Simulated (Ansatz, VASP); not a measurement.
One calculation of Ti, two programs

```
Ti
1.0
     1.44777   -4.77196    0.00000
     1.44777    4.77196    0.00000
     0.00000    0.00000    4.88008
Ti
4
Direct
  0.13419 0.86581 0.00000
  0.63419 0.36581 0.50000
  0.86581 0.13419 0.00000
  0.36581 0.63419 0.50000
```

Alike in both runs: functional PBEsol; k mesh 6 × 6 × 4; occupations gaussian, width 0.1 eV; no spin polarisation.

Ansatz relaxed the structure, and its values are those at the end. VASP's run is a single point on that final structure, the one shown.

```csv
,VASP,Ansatz
version,VASP 6.6.1,Ansatz 0.2.0
potentials or method,"VASP PAW PBE potentials, release 64 (Ti_sv), cutoff 520 eV","scalar-relativistic, plane waves, PAW"
valence electrons in the cell,48,48
```

|  | VASP | Ansatz | Ansatz less VASP |
| --- | --- | --- | --- |
| gap on the k mesh at the Fermi level (eV) | none | none | - |
| pressure (GPa) | -0.5 | -0.3 | +0.22 |
| rms of the force components (eV/Å) | 0.026 | 0.021 | -0.0050 |

VASP's potentials were made for PBE, not for PBEsol. A gap of «none» marks a metal or a gap that the smearing closes. The functional is the same, so the differences come from potentials, cutoffs and numerics.

The k mesh is coarse, so the values compare programs but aren't converged.
